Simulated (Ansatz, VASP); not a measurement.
# Two plane-wave programs on Nb

INCAR

```
SYSTEM = Nb
  PREC = Accurate
  ENCUT = 500
  EDIFF = 1E-6
  ISMEAR = 0
  SIGMA = 0.15
  LREAL = .False.
  LASPH = .True.
  NELM = 120
  ALGO = Normal
  ISIF = 2
  LWAVE = .False.
  LCHARG = .False.
  GGA = CA
  NBANDS = 12
  GGA_COMPAT = .False.
```

Contents of KPOINTS:

```
regular mesh
0
Gamma
  20 20 20
  0 0 0
```

File POSCAR:

```
Nb
1.0
   -1.6639500000      1.6015518750      1.6639500000
    1.6639500000     -1.6015518750      1.6639500000
    1.6639500000      1.6015518750     -1.6639500000
Nb
1
Direct
    0.0000000000      0.0000000000      0.0000000000
```

Input for Ansatz:

```yaml
crystal:
  lattice:
    - [-1.66395, 1.601551875, 1.66395]
    - [1.66395, -1.601551875, 1.66395]
    - [1.66395, 1.601551875, -1.66395]
  atoms:
    - { symbol: Nb, position: [0.0, 0.0, 0.0] }
basis:
  ecutwfc: 420
kpoints:
  mp_grid: { grid: [20, 20, 20] }
hamiltonian:
  xc: lda
scf:
  occupations: { method: gaussian, width: 0.15 }
output:
  forces: true
  stress: true
  eigenvalues: true
```

Change from the starting cell: strain -0.0375 x Voigt [0, 1, 0, 0, 0, 0], atoms carried along.

Alike in both runs: task single point; functional LDA; k mesh 20 × 20 × 20; occupations gaussian, width 0.15 eV; no spin polarisation.

```csv
,VASP,Ansatz
version,VASP 6.6.1,Ansatz 0.2.0
potentials or method,"VASP PAW LDA potentials, release 64 (Nb_sv), cutoff 500 eV","scalar-relativistic, plane waves, PAW"
valence electrons in the cell,13,13
```

```csv
,VASP,Ansatz,Ansatz less VASP
gap on the k mesh at the Fermi level (eV),none,none,-
pressure (GPa),-6.4,-6.2,+0.19
"traceless stress, the component that is largest in VASP (GPa)",2.63,2.63,-0.004
```

LDA's correlation is that of Perdew and Zunger in VASP and of Perdew and Wang (1992) in Ansatz. A gap of «none» marks a metal or a gap that the smearing closes.
